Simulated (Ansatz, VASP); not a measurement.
**Be4ZnSe: VASP beside Ansatz**

```
Be Zn Se
1.0
     3.70573    0.00000    0.00000
     0.00000    3.70573    0.00000
     0.00000    0.00000    5.73525
Be Zn Se
4 1 1
Direct
  0.00000 0.50000 0.70739
  0.50000 0.00000 0.70739
  0.00000 0.50000 0.29261
  0.50000 0.00000 0.29261
  0.50000 0.50000 0.50000
  0.00000 0.00000 0.00000
```

Alike in both runs: functional PBE; k mesh 5 × 5 × 3; occupations gaussian, width 0.2 eV; no spin polarisation.

Ansatz relaxed the structure, and its values are those at the end. VASP's run is a single point on that final structure, the one shown.

```csv
,VASP,Ansatz
version,VASP 6.6.1,Ansatz 0.2.0
potentials or method,"VASP PAW PBE potentials, release 64 (Be, Zn, Se), cutoff 600 eV","scalar-relativistic, plane waves, PAW"
valence electrons in the cell,26,36
```

```csv
,VASP,Ansatz,Ansatz less VASP
gap on the k mesh at the Fermi level (eV),none,none,-
pressure (GPa),0.7,0.6,-0.16
rms of the force components (eV/Å),0.026,0.018,-0.0079
```

A gap of «none» marks a metal or a gap that the smearing closes. With one functional, cell and mesh, what is left measures potentials, basis and numerics. VASP's potentials hold 26 valence electrons a cell and Ansatz's 36, so a difference there can come from the potentials and not from the codes.

The k mesh is coarse, so the values compare programs but aren't converged.
